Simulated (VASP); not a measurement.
Runs of VASP 6.6.1 on SnSe. The structure is that of space group Fm-3m (No. 225), or close to it. The cells are those of the table. 

```tsv
cell	gap on the mesh (eV)	pressure (GPa)
a = 4.100 Å, angles 60.0°, 2 atoms	0.36	(c)
a = 4.290 Å, angles 60.0°, 2 atoms	0.48	-2.2
a = 4.195, b = 4.195, c = 4.227 Å, angles 59.8, 59.8, 60.5°, 2 atoms	0.49	0.8
a = 4.164, b = 4.164, c = 4.100 Å, angles 60.5, 60.5, 59.0°, 2 atoms	0.28	(a)
a = 4.195, b = 4.195, c = 4.163 Å, angles 60.3, 60.3, 59.5°, 2 atoms	0.43	1.7
a = 4.196, b = 4.196, c = 4.100 Å, angles 60.8, 60.8, 58.5°, 2 atoms	0.25	3.0
a = 4.132, b = 4.132, c = 4.163 Å, angles 59.7, 59.7, 60.5°, 2 atoms	0.38	3.7
a = 4.163 Å, angles 60.0°, 2 atoms	0.46	2.6
a = 4.132, b = 4.132, c = 4.100 Å, angles 60.3, 60.3, 59.5°, 2 atoms	0.31	(b)
a = 4.229, b = 4.229, c = 4.100 Å, angles 61.0, 61.0, 58.0°, 2 atoms	0.23	2.3
a = 4.354 Å, angles 60.0°, 2 atoms	0.31	-3.6
```

Alike in all rows: task single point; level PBE+D3(BJ); potentials or basis VASP PAW PBE potentials, release 64 (Sn_d, Se); no spin polarisation; k mesh 10 × 10 × 10; cutoff (eV) 520; smearing gaussian 0.05 eV.

Task: Fill in the values left out.

Result: (a) 3.9; (b) 4.8; (c) 5.9.

Caveats: spin-orbit coupling is left out, which moves the levels of the heavy elements.

A k mesh can miss the band edges, and the runs leave out spin-orbit coupling on Se, Sn.
